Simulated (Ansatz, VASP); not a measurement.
## SnO2 in VASP and in Ansatz

File INCAR:

```
SYSTEM = SnO2
ALGO = Normal
EDIFF = 1E-7
ENCUT = 520
GGA = PE
ISIF = 2
ISMEAR = 0
LASPH = .TRUE.
LCHARG = .FALSE.
LREAL = .FALSE.
LWAVE = .FALSE.
NBANDS = 64
NELM = 80
PREC = Accurate
SIGMA = 0.1
```

The input KPOINTS:

```
k-points
0
G
  4 4 4
  0 0 0
```

Contents of POSCAR:

```
SnO2
1.0
    4.7351460500      0.0000000000      0.0000000000
    0.0000000000      5.7509121900      0.0000000000
    0.0000000000      0.0000000000      5.2471141800
Sn O
4 8
Direct
    0.5000000000      0.6654477700      0.7500000000
    0.0000000000      0.8345522300      0.2500000000
    0.5000000000      0.3345522300      0.2500000000
    0.0000000000      0.1654477700      0.7500000000
    0.7303050200      0.6071234900      0.0786035800
    0.2303050200      0.8928765100      0.9213964200
    0.7696949800      0.8928765100      0.5786035800
    0.2696949800      0.6071234900      0.4213964200
    0.7303050200      0.3928765100      0.5786035800
    0.2303050200      0.1071234900      0.4213964200
    0.7696949800      0.1071234900      0.0786035800
    0.2696949800      0.3928765100      0.9213964200
```

Input for Ansatz:

```yaml
crystal:
  lattice:
    - [4.73514605, 0.0, 0.0]
    - [0.0, 5.75091219, 0.0]
    - [0.0, 0.0, 5.24711418]
  atoms:
    - { symbol: Sn, position: [0.5, 0.66544777, 0.75] }
    - { symbol: Sn, position: [0.0, 0.83455223, 0.25] }
    - { symbol: Sn, position: [0.5, 0.33455223, 0.25] }
    - { symbol: Sn, position: [0.0, 0.16544777, 0.75] }
    - { symbol: O, position: [0.73030502, 0.60712349, 0.07860358] }
    - { symbol: O, position: [0.23030502, 0.89287651, 0.92139642] }
    - { symbol: O, position: [0.76969498, 0.89287651, 0.57860358] }
    - { symbol: O, position: [0.26969498, 0.60712349, 0.42139642] }
    - { symbol: O, position: [0.73030502, 0.39287651, 0.57860358] }
    - { symbol: O, position: [0.23030502, 0.10712349, 0.42139642] }
    - { symbol: O, position: [0.76969498, 0.10712349, 0.07860358] }
    - { symbol: O, position: [0.26969498, 0.39287651, 0.92139642] }
basis:
  ecutwfc: 420
kpoints:
  mp_grid: { grid: [4, 4, 4] }
hamiltonian:
  xc: pbe
scf:
  occupations: { method: gaussian, width: 0.1 }
  lower_state_search: "off"
output:
  forces: true
  stress: true
  eigenvalues: true
```

Alike in both runs: task single point; functional PBE; k mesh 4 × 4 × 4; occupations gaussian, width 0.1 eV; no spin polarisation.

```csv
,VASP,Ansatz
version,VASP 6.6.1,Ansatz 0.2.0
potentials or method,"VASP PAW PBE potentials, release 64 (Sn_d, O), cutoff 520 eV","scalar-relativistic, plane waves, PAW"
valence electrons in the cell,104,104
```

```tsv
	VASP	Ansatz	Ansatz less VASP
gap on the k mesh at the Fermi level (eV)	1.37	1.38	+0.011
least direct gap on the mesh (eV)	1.37	1.38	+0.011
pressure (GPa)	7.6	6.9	-0.69
traceless stress, the component that is largest in VASP (GPa)	0.37	0.28	-0.094
rms of the force components (eV/Å)	0.051	0.044	-0.0066
```

Atom by atom the forces differ by 0.008 eV/Å (rms over components). The functional is the same, so the differences come from potentials, cutoffs and numerics.
